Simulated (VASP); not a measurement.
## CdS (Hawleyite): single point with PBE

Crystal: CdS (Hawleyite).

```xyz
2
Lattice="0.0000 2.9165 2.9165 2.9165 0.0000 2.9165 2.9165 2.9165 0.0000" Properties=species:S:1:pos:R:3 pbc="T T T"
Cd    0.0000    0.0000    0.0000
S     1.4583    1.4583    1.4583
```

```json
{"Program": "VASP 6.6.1", "Task": "single point", "Functional": "PBE", "Potentials or basis": "VASP PAW PBE potentials, release 64 (Cd, S)", "Cutoff": "500 eV", "k mesh": "3 × 3 × 3", "Occupations": "gaussian, width 0.01 eV", "Spin": "no spin polarisation", "Dipole correction": "no", "Further INCAR settings": "ALGO = Normal; EDIFF = 1e-06; NBANDS = 16"}
```

```
Pressure               : 3.9 GPa
Band gap on the k mesh : 1.11 eV, direct
```

Levels at points of the mesh, in eV from the valence-band top:
| k point | band 7 | band 8 | band 9 | band 10 | band 11 | band 12 |
| --- | --- | --- | --- | --- | --- | --- |
| (0.00, 0.00, 0.00) | 0.00 | 0.00 | 0.00 | 1.11 | 6.49 | 6.49 |

Wall time 5.4 s on 1 thread of AMD EPYC 7R13 Processor (Zen 3) (shared host), peak memory 0.13 GiB.

Caveat: the k points lie up to 0.62 Å⁻¹ apart. A hybrid or GW would open this gap; PBE tends to underestimate it.
